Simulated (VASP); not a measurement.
## GaB8: single point with PBE

The system is GaB8.

```
CELL_PARAMETERS angstrom
2.93655 -4.78085 0.00000
2.93655 4.78085 0.00000
0.00000 0.00000 3.45815
ATOMIC_POSITIONS crystal
Ga 0.50000 0.50000 0.00000
B 0.14314 0.14314 0.50000
B 0.85686 0.85686 0.50000
B 0.26169 0.73831 0.50000
B 0.73831 0.26169 0.50000
B 0.08172 0.41043 0.50000
B 0.91828 0.58957 0.50000
B 0.41043 0.08172 0.50000
B 0.58957 0.91828 0.50000
```

```json
{"Program": "VASP 6.6.1", "Task": "single point", "Functional": "PBE", "Potentials or basis": "VASP PAW PBE potentials, release 64 (Ga_d, B)", "Cutoff": "520 eV", "k mesh": "8 × 8 × 12", "Occupations": "gaussian, width 0.1 eV", "Spin": "no spin polarisation"}
```

The pressure is 0.0 GPa. The largest force is 0.014 eV/Å.

Forces in eV/Å, atoms in the order of the input:
```
Ga   0.000  0.000  0.000
B    0.008  0.000  0.000
B   -0.008  0.000  0.000
B    0.000  0.001  0.000
B    0.000 -0.001  0.000
B   -0.004 -0.014  0.000
B    0.004  0.014  0.000
B   -0.004  0.014  0.000
B    0.004 -0.014  0.000
```

Levels at points of the mesh, in eV from the Fermi level:
```tsv
k point	band 15	band 16	band 17	band 18	band 19	band 20	band 21	band 22	band 23	band 24
(0.00, 0.00, 0.00)	-2.45	-0.04	0.77	1.02	2.29	2.50	2.58	2.61	4.48	4.60
(0.50, 0.00, 0.00)	-1.81	-1.69	-1.67	-0.27	0.75	1.33	2.45	4.66	5.16	5.19
(0.50, 0.50, 0.00)	-3.46	-2.18	-0.29	-0.29	0.19	0.93	2.08	3.28	4.18	5.71
(0.00, 0.00, 0.50)	-2.16	-1.67	-1.60	-1.56	-1.37	-0.10	0.20	1.03	3.05	4.89
(0.50, 0.00, 0.50)	-3.65	-2.39	-2.24	-2.19	-0.47	0.03	2.54	3.21	3.70	3.73
(0.50, 0.50, 0.50)	-3.45	-3.18	-2.54	-2.50	-1.60	0.67	2.50	2.95	3.17	4.24
```

Run time: 5.6 min on 1 thread of Intel(R) Xeon(R) Platinum 8375C CPU @ 2.90GHz (Ice Lake) (shared host), peak memory 0.44 GiB.
